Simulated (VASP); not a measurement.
Set up this calculation in VASP 6.6.1, as the native input.

| Property | Result |
| --- | --- |
| Task | single point |
| Functional | LDA |
| Potentials or basis | VASP PAW LDA potentials, release 64 (Ni, Al) |
| Cutoff | 600 eV |
| k mesh | 14 × 14 × 14 |
| Occupations | gaussian, width 0.1 eV |
| Spin | no spin polarisation |
| Dipole correction | no |
| Further INCAR settings | ALGO = Normal; EDIFF = 1e-06; NBANDS = 14 |

The structure of AlNi (l.f) lies in POSCAR:

```
AlNi
1.0
    2.8323626019      0.0000000000      0.0000000000
    0.0000000000      2.8323626019      0.0000000000
    0.0000000000      0.0000000000      2.8323626019
Ni Al
1 1
Direct
    0.0000000000      0.0000000000      0.0000000000
    0.5000000000      0.5000000000      0.5000000000
```

The input as run:

INCAR

```
PREC = Accurate
ENCUT = 600
EDIFF = 1E-6
ISMEAR = 0
SIGMA = 0.1
LREAL = F
LASPH = T
NELM = 120
ALGO = Normal
ISIF = 2
LWAVE = F
LCHARG = F
GGA = CA
NBANDS = 14
GGA_COMPAT = F
```

KPOINTS

```
regular mesh
0
Gamma
  14 14 14
```

Potentials or basis: VASP PAW LDA potentials, release 64 (Ni, Al).

Run with:

```sh
$ cat potpaw_LDA.64/Ni/POTCAR potpaw_LDA.64/Al/POTCAR > POTCAR
$ mpirun -np 1 vasp_std > vasp.out
```

Results of the run:

```yaml
Pressure: 0.4 GPa
```

Run time: 40 s on 1 thread of Intel Xeon 8259CL, with other jobs on the host, peak memory 0.16 GiB.
